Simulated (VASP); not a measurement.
The system is Pd.

```
Pd
1.0
     0.00000    1.94650    1.94650
     1.94650    0.00000    1.94650
     1.94650    1.94650    0.00000
Pd
1
Direct
  0.00000 0.00000 0.00000
```

```yaml
Program: VASP 6.6.1
Task: relaxation of cell and atoms
Functional: LDA
Potentials_or_basis: VASP PAW LDA potentials, release 64 (Pd)
Cutoff: 500 eV
k_mesh: 10 × 10 × 10
Occupations: fermi-dirac, width 0.1 eV
Spin: no spin polarisation
```

At the start: pressure -7.9 GPa; volume 14.75 Å³/atom.

Problem. How do energy, volume and symmetry change on relaxing?

Solution. Over 3 steps the energy falls by 14.6 meV/atom and the volume is 14.20 Å³/atom (-3.8 %); space group Fm-3m (No. 225, to 0.1 Å) before and after.

Step by step:
```csv
step,energy change (eV),largest force (eV/Å),pressure (GPa),volume (Å³)
1,0.0000,0.0000,-7.91,14.75
2,0.0354,0.0000,18.41,13.25
3,-0.0146,0.0000,-0.18,14.20
```

Final structure:
```xyz
1
Lattice="0.0000 1.9218 1.9218 1.9218 0.0000 1.9218 1.9218 1.9218 0.0000" Properties=species:S:1:pos:R:3 pbc="T T T"
Pd    0.0000    0.0000    0.0000
```
